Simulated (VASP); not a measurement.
GaP (ordered beta-tin type): single point with LDA

GaP (ordered beta-tin type):

```
Ga P
1.0
    -2.29065    2.29065    1.25754
     2.29065   -2.29065    1.25754
     2.29065    2.29065   -1.25754
Ga P
1 1
Direct
  0.00000 0.00000 0.00000
  0.75000 0.25000 0.50000
```

| Property | Result |
| --- | --- |
| Program | VASP 6.6.1 |
| Task | single point |
| Functional | LDA |
| Potentials or basis | VASP PAW LDA potentials, release 64 (Ga_d, P) |
| Cutoff | 500 eV |
| k mesh | 16 × 16 × 16 |
| Occupations | gaussian, width 0.1 eV |
| Spin | no spin polarisation |
| Dipole correction | no |
| Further INCAR settings | ALGO = Normal; EDIFF = 1e-06; NBANDS = 16 |

```yaml
Pressure: 24.2 GPa
Band_gap_on_the_k_mesh: zero (bands 9 and 10 overlap by 6.69 eV)
```

Stress tensor (GPa, compression positive):
```
24.19  0.00  0.00
 0.00 24.19  0.00
 0.00  0.00 24.28
```

Levels at points of the mesh, in eV from the Fermi level:
```csv
k point,band 5,band 6,band 7,band 8,band 9,band 10,band 11,band 12,band 13,band 14
"(0.00, 0.00, 0.00)",-15.30,-15.30,-3.48,-3.48,-2.28,2.56,6.60,10.20,10.20,10.80
"(0.50, 0.00, 0.00)",-15.22,-9.51,-7.82,-2.91,-2.37,-1.34,1.84,4.95,7.02,10.62
"(0.50, 0.50, 0.00)",-15.26,-13.70,-11.18,-0.97,1.83,2.17,3.80,5.85,9.92,12.29
"(0.50, 0.50, 0.50)",-15.27,-11.02,-8.01,-8.01,-7.42,5.07,6.99,13.66,13.66,15.40
```

Run time: 4 min on 1 thread of Intel Xeon 8259CL, with other jobs on the host, peak memory 0.25 GiB.

Caveat: the cell stands under pressure.
